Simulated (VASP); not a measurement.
# CsBr (Pm-3m) in VASP: notebook, part 2 of 2

VASP 6.6.1. The steps go on from the part before.

## 4. Single point, r2SCAN

Contents of POSCAR:

```
CsBr
1.0
    4.3196005605      0.0000000000      0.0000000000
    0.0000000000      4.3196005605      0.0000000000
    0.0000000000      0.0000000000      4.3196005605
Cs Br
1 1
Direct
    0.0000000000      0.0000000000      0.0000000000
    0.5000000000      0.5000000000      0.5000000000
```

Contents of INCAR.step1:

```
SYSTEM = CsBr
PREC = Accurate
ENCUT = 550
ISMEAR = 0
SIGMA = 0.01
LREAL = .FALSE.
LASPH = .TRUE.
NELM = 120
NBANDS = 15
GGA = PE
ALGO = Normal
EDIFF = 1E-5
LWAVE = .TRUE.
LCHARG = .FALSE.
GGA_COMPAT = .FALSE.
```

Contents of INCAR.step2:

```
SYSTEM = CsBr
PREC = Accurate
ENCUT = 550
EDIFF = 1E-6
ISMEAR = 0
SIGMA = 0.01
LREAL = .FALSE.
LASPH = .TRUE.
NELM = 120
ALGO = Normal
ISIF = 2
LWAVE = .FALSE.
LCHARG = .TRUE.
METAGGA = R2SCAN
LMIXTAU = .TRUE.
LELF = .TRUE.
LVHAR = .TRUE.
NBANDS = 15
ISTART = 1
GGA_COMPAT = .FALSE.
```

Contents of KPOINTS:

```
Automatic mesh
0
G
  6 6 6
  0 0 0
```

Potentials or basis: VASP PAW PBE potentials, release 64 (Cs_sv, Br).

On the command line:

```
> cat potpaw_PBE.64/Cs_sv/POTCAR potpaw_PBE.64/Br/POTCAR > POTCAR
> cp INCAR.step1 INCAR
> mpirun -np 1 vasp_std > vasp.out
> cp INCAR.step2 INCAR
> mpirun -np 1 vasp_std > vasp.out
```

OUTCAR:

```text
SYSTEM = CsBr
   PREC = Accurate
   ENCUT = 550
   EDIFF = 1E-6
   ISMEAR = 0
   LREAL = .FALSE.
   LASPH = .TRUE.
   NELM = 120
   ISIF = 2
   METAGGA = R2SCAN
   ISTART = 1

 ion  position               nearest neighbor table
   1  0.000  0.000  0.000-
   2  0.500  0.500  0.500-

  LATTYP: Found a simple cubic cell.
 ALAT       =     4.3196005605

  Lattice vectors:

 A1 = (   4.3196005605,   0.0000000000,   0.0000000000)
 A2 = (   0.0000000000,   4.3196005605,   0.0000000000)
 A3 = (   0.0000000000,   0.0000000000,   4.3196005605)

Analysis of symmetry for initial positions (statically):
=====================================================================
 Subroutine PRICEL returns:
 Original cell was already a primitive cell.

 Routine SETGRP: Setting up the symmetry group for a
 simple cubic supercell.

 Subroutine GETGRP returns: Found 48 space group operations
 (whereof 48 operations were pure point group operations)
 out of a pool of 48 trial point group operations.

The static configuration has the point symmetry O_h .

Analysis of symmetry for dynamics (positions and initial velocities):
=====================================================================
 Subroutine PRICEL returns:
 Original cell was already a primitive cell.

 Routine SETGRP: Setting up the symmetry group for a
 simple cubic supercell.

 Subroutine GETGRP returns: Found 48 space group operations
 (whereof 48 operations were pure point group operations)
 out of a pool of 48 trial point group operations.

The dynamic configuration has the point symmetry O_h .

 Subroutine INISYM returns: Found 48 space group operations
 (whereof 48 operations are pure point group operations),
 and found     1 'primitive' translations

----------------------------------------------------------------------------------------

                                     Primitive cell

  volume of cell :      80.5992

  direct lattice vectors                    reciprocal lattice vectors
     4.319600560  0.000000000  0.000000000     0.231502887  0.000000000  0.000000000
     0.000000000  4.319600560  0.000000000     0.000000000  0.231502887  0.000000000
     0.000000000  0.000000000  4.319600560     0.000000000  0.000000000  0.231502887

  length of vectors
     4.319600560  4.319600560  4.319600560     0.231502887  0.231502887  0.231502887

  position of ions in fractional coordinates (direct lattice)
     0.000000000  0.000000000  0.000000000
     0.500000000  0.500000000  0.500000000

  ion indices of the primitive-cell ions
   primitive index   ion index
                 1           1
                 2           2

----------------------------------------------------------------------------------------

 KPOINTS: Automatic mesh

Automatic generation of k-mesh.
 Grid dimensions read from file:
 generate k-points for:    6    6    6

 Generating k-lattice:

  Cartesian coordinates                     Fractional coordinates (reciprocal lattice)
     0.038583814  0.000000000  0.000000000     0.166666667  0.000000000  0.000000000
     0.000000000  0.038583814  0.000000000     0.000000000  0.166666667  0.000000000
     0.000000000  0.000000000  0.038583814     0.000000000  0.000000000  0.166666667

  Length of vectors
     0.038583814  0.038583814  0.038583814

  Shift w.r.t. Gamma in fractional coordinates (k-lattice)
     0.000000000  0.000000000  0.000000000

 Subroutine IBZKPT returns following result:
 ===========================================

 Found     20 irreducible k-points:

 Following reciprocal coordinates:
            Coordinates               Weight
  0.000000  0.000000  0.000000      1.000000
  0.166667  0.000000  0.000000      6.000000
  0.333333  0.000000  0.000000      6.000000
  0.500000  0.000000  0.000000      3.000000
  0.166667  0.166667  0.000000     12.000000
  0.333333  0.166667  0.000000     24.000000
[... 12 lines left out ...]
  0.500000  0.500000  0.333333      6.000000
  0.500000  0.500000  0.500000      1.000000
   k-points           NKPTS =     20   k-points in BZ     NKDIM =     20   number of bands    NBANDS=     15
   number of dos      NEDOS =    301   number of ions     NIONS =      2
   total plane-waves  NPLWV =  46656
   dimension x,y,z NGX =    36 NGY =   36 NGZ =   36
   dimension x,y,z NGXF=    72 NGYF=   72 NGZF=   72
   ions per type =               1   1
   NGX,Y,Z   is equivalent  to a cutoff of  13.86, 13.86, 13.86 a.u.
   NGXF,Y,Z  is equivalent  to a cutoff of  27.71, 27.71, 27.71 a.u.
 SYSTEM =  CsBr
   PREC   = accura    normal or accurate (medium, high low for compatibility)
   ISTART =      1    job   : 0-new  1-cont  2-samecut
   ICHARG =      0    charge: 1-file 2-atom 10-const
   ISPIN  =      1    spin polarized calculation?
   LNONCOLLINEAR =      F non collinear calculations
   LSORBIT =      F    spin-orbit coupling
   LASPH  =      T    aspherical Exc in radial PAW
   ENCUT  =  550.0 eV  40.42 Ry    6.36 a.u.   8.26  8.26  8.26*2*pi/ulx,y,z
   NELM   =    120;   NELMIN=  2; NELMDL=  0     # of ELM steps
   EDIFF  = 0.1E-05   stopping-criterion for ELM
   LREAL  =      F    real-space projection
   EDIFFG = 0.1E-04   stopping-criterion for IOM
   NSW    =      0    number of steps for IOM
   IBRION =     -1    ionic relax: 0-MD 1-quasi-New 2-CG
   NFREE  =      0    steps in history (QN), initial steepest desc. (CG)
   ISIF   =      2    stress and relaxation
   ISYM   =      2    0-nonsym 1-usesym 2-fastsym
   POTIM  = 0.5000    time-step for ionic-motion
   TEBEG  =    0.0;   TEEND  =   0.0 temperature during run
   PSTRESS=    0.0 pullay stress
   NELECT =      16.0000    total number of electrons
   NUPDOWN=      -1.0000    fix difference up-down
   EMIN   =  10.00;   EMAX   =-10.00  energy-range for DOS
   EFERMI =   0.00;   METHOD = LEGACY
   ISMEAR =     0;   SIGMA  =   0.01  broadening in eV -4-tet -1-fermi 0-gaus
   EFERMI_NEDOS =   21; number of points for ismear=-14 and -15
   IALGO  =     38    algorithm
   IMIX   =      4    mixing-type and parameters
     AMIX     =   0.40;   BMIX     =  1.00
     AMIX_MAG =   1.60;   BMIX_MAG =  1.00
  volume/ion in A,a.u.               =      40.30       271.96
  Fermi-wavevector in a.u.,A,eV,Ry     =   0.955003  1.804693 12.408922  0.912030
  Thomas-Fermi vector in A             =   2.083801
   LORBIT       =      0    0 simple, 1 ext, 2 COOP (PROOUT), +10 PAW based schemes
   METAGGA = R2SCAN    functional components
   LHFCALC =     F    Hartree Fock is set to
   AEXX    =    0.0000 exact exchange contribution
   IVDW    =     0    specifies the selected vdW correction
   LEPSILON=     F    determine dielectric tensor
   LRPA    =     F    only Hartree local field effects (RPA)
 non-spin polarized calculation
 Gauss-broadening in eV      SIGMA  =   0.01
  energy-cutoff  :      550.00
  volume of cell :       80.60
 maximum number of plane-waves:      2378
 NGX is ok and might be reduce to    36
   NGX = 17   NGY = 17   NGZ = 17

 number of electron      16.0000003 magnetization

 Free energy of the ion-electron system (eV)
  ---------------------------------------------------
  ext. energy  EPLUGINS =         0.00000000
  ---------------------------------------------------
  free energy    TOTEN  =       -42.32538111 eV

  energy without entropy =      -42.32538111  energy(sigma->0) =      -42.32538111

 E-fermi :  -0.6607     XC(G=0):  -8.3523

 val. band max:       -0.7743933703   @ k =   0.5000   0.5000   0.0000
 cond. band min:       4.4112237159   @ k =   0.0000   0.0000   0.0000
 fundamental gap:      5.1856170862
 Fermi energy:        -0.6607043156

 k-point     1 :       0.0000    0.0000    0.0000
  band No.  band energies     occupation
      1     -21.1140      2.00000
      2     -13.5459      2.00000
      3      -7.3409      2.00000
      4      -7.3409      2.00000
      5      -7.3409      2.00000
      6      -0.7793      2.00000
      7      -0.7793      2.00000
      8      -0.7793      2.00000
      9       4.4112      0.00000
     10       4.6486      0.00000
     11       4.6486      0.00000
     12       8.9753      0.00000
     13       8.9753      0.00000
     14       8.9753      0.00000
[... 329 lines left out ...]
      2     -13.3695      2.00000
      3      -7.7256      2.00000
      4      -7.7256      2.00000
      5      -7.7256      2.00000
      6      -1.9007      2.00000
      7      -1.9007      2.00000
      8      -1.9007      2.00000
      9       8.1182      0.00000
     10       8.1182      0.00000
     11       8.1182      0.00000
     12       9.0037      0.00000
     13       9.0037      0.00000
     14       9.0037      0.00000
     15      11.0622      0.00000

------------------------ aborting loop because EDIFF is reached ----------------------------------------

  FORCE on cell =-STRESS in cart. coord.  units (eV):
  Direction    XX          YY          ZZ          XY          YZ          ZX
  --------------------------------------------------------------------------------------
  -------------------------------------------------------------------------------------
  Total        0.0464920      0.0464920      0.0464920      0.0000000      0.0000000      0.0000000
  in kB        0.9241836      0.9241836      0.9241836      0.0000000      0.0000000      0.0000000
  external PRESSURE =       0.9241836 kB  Pullay stress =       0.0000000 kB

 VOLUME and BASIS-vectors are now :
 -----------------------------------------------------------------------------
  energy-cutoff  :      550.00
  volume of cell :       80.60
      direct lattice vectors                 reciprocal lattice vectors
     4.319600560  0.000000000  0.000000000     0.231502887  0.000000000  0.000000000
     0.000000000  4.319600560  0.000000000     0.000000000  0.231502887  0.000000000
     0.000000000  0.000000000  4.319600560     0.000000000  0.000000000  0.231502887

 POSITION                                       TOTAL-FORCE (eV/Angst)
 -----------------------------------------------------------------------------------
      0.00000      0.00000      0.00000         0.000000      0.000000      0.000000
      2.15980      2.15980      2.15980         0.000000      0.000000      0.000000
 -----------------------------------------------------------------------------------
    total drift:                                0.000000      0.000000      0.000000

  FREE ENERGIE OF THE ION-ELECTRON SYSTEM (eV)
  ---------------------------------------------------
  free  energy   TOTEN  =       -42.3253811101 eV

  energy  without entropy=      -42.3253811101  energy(sigma->0) =      -42.32538111
```

Wall time 72 s (1 thread of Intel Xeon Platinum 8259CL at 2.50GHz (Skylake/Cascade Lake), shared host); peak memory 0.22 GiB.

What came out:

```yaml
Free_energy: -42.3254 eV
Pressure: 0.1 GPa
Band_gap_on_the_k_mesh: 5.19 eV
```

Caveat: the PAW data sets were made with another functional, which shifts forces and pressure a little; spin-orbit coupling is left out, which moves the levels of the heavy elements. r2SCAN opens gaps a little over a GGA but as a rule still falls short of measured ones.

## 5. Single point, HSE06

POSCAR is that of step 4.

Contents of INCAR.step1:

```
PREC = Accurate
ENCUT = 400
EDIFF = 1E-5
ISMEAR = 0
SIGMA = 0.01
LREAL = F
LASPH = T
NELM = 120
ALGO = Normal
ISIF = 2
LWAVE = T
NBANDS = 15
GGA = PE
GGA_COMPAT = F
```

Contents of INCAR.step2:

```
PREC = Accurate
ENCUT = 400
EDIFF = 1E-6
ISMEAR = 0
SIGMA = 0.01
LREAL = F
LASPH = T
NELM = 120
ALGO = Normal
ISIF = 2
LWAVE = F
LCHARG = T
GGA = PE
LHFCALC = T
HFSCREEN = 0.2079
PRECFOCK = Normal
LELF = T
LVHAR = T
NBANDS = 15
ISTART = 1
GGA_COMPAT = F
```

Contents of KPOINTS:

```
regular mesh
0
Gamma
  4 4 4
```

On the command line:

```
> cat potpaw_PBE.64/Cs_sv/POTCAR potpaw_PBE.64/Br/POTCAR > POTCAR
> cp INCAR.step1 INCAR
> mpirun -np 1 vasp_std > vasp.out
> cp INCAR.step2 INCAR
> mpirun -np 1 vasp_std > vasp.out
```

Run time: 4.2 min. Hardware: 1 thread of Intel Xeon Platinum 8259CL at 2.50GHz (Skylake/Cascade Lake), shared host; peak memory 0.26 GiB.

Results (log left out):

```
Free energy            : -6.9989 eV
Pressure               : 0.4 GPa
Band gap on the k mesh : 5.60 eV (least direct gap 5.60 eV)
```

Levels at points of the mesh, in eV from the valence-band top:
```csv
k point,band 5,band 6,band 7,band 8,band 9,band 10,band 11,band 12
"(0.00, 0.00, 0.00)",-6.72,-0.01,-0.01,-0.01,5.60,6.08,6.08,10.46
"(0.50, 0.00, 0.00)",-6.61,-1.34,-0.20,-0.20,7.14,8.47,8.86,9.52
"(0.50, 0.50, 0.00)",-6.55,-0.61,-0.61,0.00,6.42,6.68,8.48,8.48
"(0.50, 0.50, 0.50)",-7.11,-1.19,-1.19,-1.19,9.57,9.57,9.57,10.31
```

Caveat: the PAW data sets were made with another functional, which shifts forces and pressure a little; spin-orbit coupling is left out, which moves the levels of the heavy elements.

## 6. Summary

```csv
level,k mesh,cutoff (eV),grid for exact exchange (PRECFOCK),share of exact exchange,screening parameter,gap on the mesh (eV),pressure (GPa)
PBE,6 × 6 × 6,500,-,-,-,4.42,0.7
r2SCAN,6 × 6 × 6,550,-,-,-,5.19,0.1
HSE06,4 × 4 × 4,400,Normal,0.25,0.2079 1/Å,5.60,0.4
```

Alike in all rows: task single point; potentials or basis VASP PAW PBE potentials, release 64 (Cs_sv, Br); no spin polarisation; cell as given; smearing gaussian 0.01 eV.

On the cell as given the gap runs from 4.42 eV (PBE) to 5.60 eV (HSE06); the meshes differ, which moves gaps too. The pressure there spans 0.1 GPa (r2SCAN) to 0.7 GPa (PBE); a positive pressure means that this level wants a larger cell, a negative one a smaller.

Caveats: spin-orbit coupling is left out, which moves the levels of the heavy elements; the PAW data sets were made with another functional, which shifts forces and pressure a little (at least some runs).

Absolute energies hang on the potentials; compare differences alone.
